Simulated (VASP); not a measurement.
Input of a VASP 6.6.1 run:

INCAR

```
SYSTEM = Y
ALGO     = Fast           ! electronic algorithm
EDIFF    = 1E-6           ! SCF threshold, eV
ENCUT    = 520            ! plane-wave cutoff, eV
GGA      = PE             ! functional
ISIF     = 2              ! what is computed and relaxed
ISMEAR   = -1             ! smearing method
LASPH    = .TRUE.         ! aspherical terms in the spheres
LCHARG   = .TRUE.         ! write CHGCAR
LELF     = .TRUE.         ! ELF
LREAL    = .FALSE.        ! projectors in reciprocal space
LVHAR    = .TRUE.       
LWAVE    = .FALSE.        ! write WAVECAR
NBANDS   = 18             ! bands
NELM     = 100            ! most SCF steps
PREC     = Accurate       ! precision mode
SIGMA    = 0.05           ! smearing width, eV
```

The input KPOINTS:

```
k-points
0
G
  8 8 5
  0 0 0
```

POSCAR

```
Y
1.0
    3.6715556708      0.0000000000      0.0000000000
   -1.8357778354      3.1796604824      0.0000000000
    0.0000000000      0.0000000000      5.7685520994
Y
2
Direct
    0.6666666667      0.3333333333      0.7500000000
    0.3333333333      0.6666666667      0.2500000000
```

Potentials or basis: VASP PAW PBE potentials, release 64 (Y_sv).

Command:

```bash
$ cat potpaw_PBE.64/Y_sv/POTCAR > POTCAR
$ mpirun -np 1 vasp_std > vasp.out
```

Q: Predict the pressure.

A: -1.0 GPa.

Q: What does it give for the band gap on the k mesh?

A: Zero (band 11 reaches 3.69 eV, above the bottom of band 12 at 2.42 eV).

Stress tensor (GPa, compression positive):
```
-0.85  0.00  0.00
 0.00 -0.85  0.00
 0.00  0.00 -1.27
```
